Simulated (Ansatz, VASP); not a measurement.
# Sn2Te3O: VASP beside Ansatz

```
Sn Te O
1.0
     4.28037    0.00000    0.00000
     0.00000    4.28037    0.00000
     0.00000    0.00000   10.07076
Sn Te O
2 3 1
Cartesian
  2.1402 2.1402 6.9721
  0.0000 0.0000 4.3197
  2.1402 0.0000 9.5394
  0.0000 2.1402 9.5394
  2.1402 2.1402 3.6074
  0.0000 0.0000 6.3050
```

Change from the starting cell: species swapped into the Zr2As3S type (P4mm, No. 99).

Alike in both runs: functional PBE; k mesh 4 × 4 × 2; occupations gaussian, width 0.1 eV; no spin polarisation.

Ansatz relaxed the structure, and its values are those at the end. VASP's run is a single point on that final structure, the one shown.

```csv
,VASP,Ansatz
version,VASP 6.6.1,Ansatz 0.2.0
potentials or method,"VASP PAW PBE potentials, release 64 (Sn_d, Te, O), cutoff 600 eV","scalar-relativistic, plane waves, PAW"
valence electrons in the cell,52,82
```

```csv
,VASP,Ansatz,Ansatz less VASP
gap on the k mesh at the Fermi level (eV),none,none,-
pressure (GPa),0.0,0.0,-0.01
rms of the force components (eV/Å),0.019,0.010,-0.0089
```

A gap of «none» marks a metal or a gap that the smearing closes. VASP's potentials hold 52 valence electrons a cell and Ansatz's 82, so a difference there can come from the potentials and not from the codes.

The k mesh is coarse, so the values compare programs but aren't converged. Spin-orbit coupling is off throughout.
